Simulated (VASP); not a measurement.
Input of a VASP 6.6.1 run:

File INCAR:

```
PREC     = Accurate       # precision mode
ENCUT    = 910            # plane-wave cutoff, eV
EDIFF    = 1E-6           # SCF threshold, eV
ISMEAR   = 0              # smearing method
SIGMA    = 0.05           # smearing width, eV
LREAL    = False          # projectors in reciprocal space
LASPH    = True           # aspherical terms in the spheres
NELM     = 120            # most SCF steps
ALGO     = Normal         # electronic algorithm
ISIF     = 2              # what is computed and relaxed
LWAVE    = False          # write WAVECAR
LCHARG   = False          # write CHGCAR
GGA      = RP             # functional
NBANDS   = 26             # bands
GGA_COMPAT= False
```

The input KPOINTS:

```
regular mesh
0
Gamma
  8 8 6
```

The input POSCAR:

```
ZnO
1.0
    3.2966983220      0.0000000000      0.0000000000
   -1.6483491610      2.8550244955      0.0000000000
    0.0000000000      0.0000000000      5.3158706006
Zn O
2 2
Direct
    0.3333333333      0.6666666667      0.0014489168
    0.6666666667      0.3333333333      0.5014489168
    0.3333333333      0.6666666667      0.3806510832
    0.6666666667      0.3333333333      0.8806510832
```

Potentials or basis: VASP PAW PBE potentials, release 64 (Zn, O_h).

Command:

```bash
$ cat potpaw_PBE.64/Zn/POTCAR potpaw_PBE.64/O_h/POTCAR > POTCAR
$ mpirun -np 1 vasp_std > vasp.out
```

Problem. Predict the largest force.

Solution. 0.005 eV/Å.

Problem. Estimate the band gap on the k mesh.

Solution. 0.80 eV, direct.

Problem. Estimate the pressure.

Solution. 3.2 GPa.

Stress tensor (GPa, compression positive):
```
3.13 0.00 0.00
0.00 3.13 0.00
0.00 0.00 3.22
```

Caveat: the cutoff is under 1.25 times the usual one of these potentials, so pressure, stress and relaxed cells hold a basis-set (Pulay) error; the PAW data sets were made with another functional, which shifts forces and pressure a little.
